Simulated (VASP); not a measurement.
Set up this calculation in VASP 6.6.1, as the native input.

```
Task                   : single point
Functional             : revPBE
Potentials or basis    : VASP PAW PBE potentials, release 64 (As)
Cutoff                 : 520 eV
k mesh                 : 16 × 16 × 4
Occupations            : fermi-dirac, width 0.1 eV
Spin                   : no spin polarisation
Dipole correction      : no
Further INCAR settings : ALGO = Normal; EDIFF = 1e-07; NBANDS = 18
```

The structure of As lies in POSCAR:

```
As
1.0
    2.9894665845      0.0000000000      0.0000000000
   -1.4947332922      2.5889540059      0.0000000000
    0.0000000000      0.0000000000     10.1176843270
As
4
Direct
    0.0000000000      0.0000000000      0.0000000000
    0.0000000000      0.0000000000      0.5000000000
    0.3333333333      0.6666666667      0.2500000000
    0.6666666667      0.3333333333      0.7500000000
```

One way to write it, as run:

INCAR

```
SYSTEM = As
  ALGO = Normal
  EDIFF = 1E-7
  ENCUT = 520
  GGA = RE
  ISIF = 2
  ISMEAR = -1
  LASPH = .True.
  LCHARG = .False.
  LREAL = .False.
  LWAVE = .False.
  NBANDS = 18
  NELM = 60
  PREC = Accurate
  SIGMA = 0.1
```

KPOINTS

```
k-points
0
Gamma
  16 16 4
  0 0 0
```

Potentials or basis: VASP PAW PBE potentials, release 64 (As).

The run is started by

```bash
$ cat potpaw_PBE.64/As/POTCAR > POTCAR
$ mpirun -np 1 vasp_std > vasp.out
```

Results of the run:

```json
{
  "Pressure": "0.1 GPa",
  "Band gap on the k mesh": "zero (band 10 reaches 11.23 eV, above the bottom of band 11 at 3.69 eV)"
}
```

Caveat: the PAW data sets were made with another functional, which shifts forces and pressure a little.

It took 70 s on 1 thread of Intel(R) Xeon(R) Platinum 8259CL CPU @ 2.50GHz (Skylake/Cascade Lake), with other jobs on the host, peak memory 0.25 GiB.
